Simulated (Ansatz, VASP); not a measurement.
## C in VASP and in Ansatz

File POSCAR:

```
C
1.0
    0.0000000000      1.7858100000      1.7858100000
    1.7858100000      0.0000000000      1.7858100000
    1.7858100000      1.7858100000      0.0000000000
C
2
Direct
    0.7500000000      0.7500000000      0.7500000000
    0.5000000000      0.5000000000      0.5000000000
```

File INCAR.step1:

```
PREC = Accurate
ENCUT = 660
ISMEAR = -1
SIGMA = 0.1
LREAL = F
LASPH = T
NELM = 120
NBANDS = 11
GGA = PE
ALGO = Normal
EDIFF = 1E-5
LWAVE = T
LCHARG = F
GGA_COMPAT = F
```

File INCAR.step2:

```
PREC = Accurate
ENCUT = 660
EDIFF = 1E-6
ISMEAR = -1
SIGMA = 0.1
LREAL = F
LASPH = T
NELM = 120
ALGO = Normal
ISIF = 2
LWAVE = F
LCHARG = F
METAGGA = R2SCAN
LMIXTAU = T
NBANDS = 11
ISTART = 1
GGA_COMPAT = F
```

KPOINTS

```
regular mesh
0
Gamma
  12 12 12
```

Input for Ansatz:

```yaml
crystal:
  lattice:
    - [0.0, 1.78581, 1.78581]
    - [1.78581, 0.0, 1.78581]
    - [1.78581, 1.78581, 0.0]
  atoms:
    - { symbol: C, position: [0.75, 0.75, 0.75] }
    - { symbol: C, position: [0.5, 0.5, 0.5] }
hamiltonian:
  xc: r2scan
  pseudopotentials: { kind: paw }
basis:
  ecutwfc: 500
kpoints:
  mp_grid: { grid: [12, 12, 12] }
scf:
  occupations: { method: fermi_dirac, width: 0.1 }
  lower_state_search: "off"
output:
  forces: true
  stress: true
  write_density: true
  write_potential: true
  elf: true
  volumetric_format: npy
```

Alike in both runs: task single point; functional r2SCAN; k mesh 12 × 12 × 12; occupations fermi-dirac, width 0.1 eV; no spin polarisation.

```csv
,VASP,Ansatz
version,VASP 6.6.1,Ansatz 0.2.0
potentials or method,"VASP PAW PBE potentials, release 64 (C), cutoff 660 eV","PAW, plane waves, scalar-relativistic"
valence electrons in the cell,8,8
```

|  | VASP | Ansatz | Ansatz less VASP |
| --- | --- | --- | --- |
| gap on the k mesh at the Fermi level (eV) | 4.33 | 4.36 | +0.028 |
| pressure (GPa) | -4.1 | -4.2 | -0.12 |

VASP's potentials were made for PBE, not for r2SCAN.
